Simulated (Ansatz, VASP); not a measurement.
## Two plane-wave programs on GaSb

INCAR

```
SYSTEM = GaSb
PREC = Accurate
ENCUT = 520
EDIFF = 1E-6
ISMEAR = 0
SIGMA = 0.1
LREAL = .FALSE.
LASPH = .TRUE.
NELM = 60
ALGO = Normal
ISIF = 2
LWAVE = .FALSE.
LCHARG = .FALSE.
GGA = PS
NBANDS = 16
```

The input KPOINTS:

```
regular mesh
0
G
  16 16 16
  0 0 0
```

POSCAR

```
GaSb
1.0
   -2.6651313716      2.6651313716      1.5635536315
    2.6651313716     -2.6651313716      1.5635536315
    2.6651313716      2.6651313716     -1.5635536315
Ga Sb
1 1
Direct
    0.2500000000      0.7500000000      0.5000000000
    0.0000000000      0.0000000000      0.0000000000
```

Input for Ansatz:

```yaml
crystal:
  lattice:
    - [-2.6651313716, 2.6651313716, 1.5635536315]
    - [2.6651313716, -2.6651313716, 1.5635536315]
    - [2.6651313716, 2.6651313716, -1.5635536315]
  atoms:
    - { symbol: Ga, position: [0.25, 0.75, 0.5] }
    - { symbol: Sb, position: [0.0, 0.0, 0.0] }
basis:
  ecutwfc: 420
kpoints:
  mp_grid: { grid: [16, 16, 16] }
hamiltonian:
  xc: pbesol
scf:
  occupations: { method: gaussian, width: 0.1 }
output:
  forces: true
  stress: true
  eigenvalues: true
```

Alike in both runs: task single point; functional PBEsol; k mesh 16 × 16 × 16; occupations gaussian, width 0.1 eV; no spin polarisation.

|  | VASP | Ansatz |
| --- | --- | --- |
| version | VASP 6.6.1 | Ansatz 0.2.0 |
| potentials or method | VASP PAW PBE potentials, release 64 (Ga_d, Sb), cutoff 520 eV | scalar-relativistic, plane waves, PAW |
| valence electrons in the cell | 18 | 28 |

```csv
,VASP,Ansatz,Ansatz less VASP
gap on the k mesh at the Fermi level (eV),none,none,-
pressure (GPa),2.0,2.0,0.00
"traceless stress, the component that is largest in VASP (GPa)",-1.46,-1.44,+0.019
```

VASP's potentials were made for PBE, not for PBEsol. A gap of «none» marks a metal or a gap that the smearing closes. VASP's potentials hold 18 valence electrons a cell and Ansatz's 28, so a difference there can come from the potentials and not from the codes.

Spin-orbit coupling is off throughout.
